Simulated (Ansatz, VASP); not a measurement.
## Two plane-wave programs on Mg4CdS3

```
Mg Cd S
1.0
     3.79971    2.19376    3.20995
    -3.79971    2.19376    3.20995
     0.00000   -4.38753    3.20995
Mg Cd S
4 1 3
Direct
  0.50000 0.50000 0.00000
  0.00000 0.50000 0.50000
  0.50000 0.00000 0.50000
  0.00000 0.00000 0.00000
  0.50000 0.50000 0.50000
  0.00000 0.00000 0.50000
  0.50000 0.00000 0.00000
  0.00000 0.50000 0.00000
```

Alike in both runs: functional PBE; k mesh 3 × 3 × 3; occupations gaussian, width 0.2 eV; no spin polarisation.

Ansatz relaxed the structure, and its values are those at the end. VASP's run is a single point on that final structure, the one shown.

```csv
,VASP,Ansatz
version,VASP 6.6.1,Ansatz 0.2.0
potentials or method,"VASP PAW PBE potentials, release 64 (Mg, Cd, S), cutoff 600 eV","scalar-relativistic, plane waves, PAW"
valence electrons in the cell,38,78
```

VASP gave:

| Quantity | Value |
| --- | --- |
| gap on the k mesh at the Fermi level (eV) | none |
| pressure (GPa) | -0.2 |

Q: What did Ansatz give for the same quantities?

A: gap on the k mesh at the Fermi level (eV): none; pressure (GPa): -0.1.

A gap of «none» marks a metal or a gap that the smearing closes. The functional is the same, so the differences come from potentials, cutoffs and numerics. VASP's potentials hold 38 valence electrons a cell and Ansatz's 78, so a difference there can come from the potentials and not from the codes.

The k mesh is coarse, so the values compare programs but aren't converged.
